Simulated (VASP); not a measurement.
Runs of VASP 6.6.1 on AlRu. The structure is that of space group Pm-3m (No. 221), or close to it. The cells are those of the table. 

```csv
task,level,potentials or basis,cell,cutoff (eV),gap on the mesh (eV),pressure (GPa),relaxed volume (Å³/atom)
relaxation of cell and atoms,r2SCAN,"VASP PAW PBE potentials, release 64 (Al, Ru_pv)","relaxed from a = 2.992 Å, 2 atoms",600,none,0.0,13.29
relaxation of cell and atoms,PBEsol,"VASP PAW PBE potentials, release 64 (Al, Ru_pv)","relaxed from a = 2.992 Å, 2 atoms",600,none,0.0,(a)
relaxation of the atoms,r2SCAN,"VASP PAW PBE potentials, release 64 (Al, Ru_pv)","atoms relaxed from a = 2.943 Å, 2 atoms",520,none,10.0,-
relaxation of cell and atoms,PBE,"VASP PAW PBE potentials, release 64 (Al, Ru_pv)","relaxed from a = 2.992 Å, 2 atoms",600,none,0.0,13.57
relaxation of cell and atoms,LDA,"VASP PAW LDA potentials, release 64 (Al, Ru_pv)","relaxed from a = 2.992 Å, 2 atoms",600,none,0.0,12.93
relaxation of the atoms,r2SCAN,"VASP PAW PBE potentials, release 64 (Al, Ru_pv)","atoms relaxed from a = 2.923 Å, 2 atoms",520,none,15.8,-
```

Alike in all rows: no spin polarisation; k mesh 11 × 11 × 11; smearing fermi-dirac 0.1 eV.

Q: Fill in the values left out.

A: (a) 13.20.

Caveats: the PAW data sets were made with another functional, which shifts forces and pressure a little (at least some runs); the relaxation stopped at its first step, so nothing moved (at least some runs).

A k mesh can miss the band edges, and the runs leave out spin-orbit coupling on Ru.

A gap of «none» marks levels without a gap at the run's occupations.
